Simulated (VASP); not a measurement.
Runs of VASP 6.6.1 on BN. The structure is that of space group P4_2/mnm (No. 136), or close to it. The cells are those of the table. 

```csv
cell,gap on the mesh (eV),pressure (GPa),largest force (eV/Å)
"a = 4.398, b = 4.398, c = 2.767 Å, 8 atoms",4.50,-26.2,0.42
"a = 4.431, b = 4.431, c = 2.690 Å, 8 atoms",4.58,(a),0.21
"a = 4.431, b = 4.431, c = 2.767 Å, 8 atoms",(b),-30.2,0.27
"a = 4.530, b = 4.530, c = 2.767 Å, 8 atoms",4.61,-40.5,0.12
"a = 4.398, b = 4.398, c = 2.843 Å, 8 atoms",3.84,-32.0,0.44
"a = 4.497, b = 4.497, c = 2.690 Å, 8 atoms",4.61,-31.1,0.01
"a = 4.530, b = 4.530, c = 2.614 Å, 8 atoms",(c),-27.1,0.17
"a = 4.497, b = 4.497, c = 2.843 Å, 8 atoms",4.16,-42.3,0.25
"a = 4.365, b = 4.365, c = 2.843 Å, 8 atoms",3.73,-28.0,0.63
"a = 4.332, b = 4.332, c = 2.843 Å, 8 atoms",3.62,-23.7,0.83
"a = 4.464, b = 4.464, c = 2.767 Å, 8 atoms",4.58,-33.9,0.14
"a = 4.464, b = 4.464, c = 2.690 Å, 8 atoms",4.60,-27.4,0.09
```

Alike in all rows: task single point; level PBEsol; potentials or basis VASP PAW PBE potentials, release 64 (B, N); no spin polarisation; k mesh 6 × 6 × 10; cutoff (eV) 520; smearing gaussian 0.05 eV.

Problem. Estimate the missing entries.

Solution. (a) -23.4; (b) 4.57; (c) 4.65.

Caveats: the cell stands under tension; the PAW data sets were made with another functional, which shifts forces and pressure a little.

A k mesh can miss the band edges.
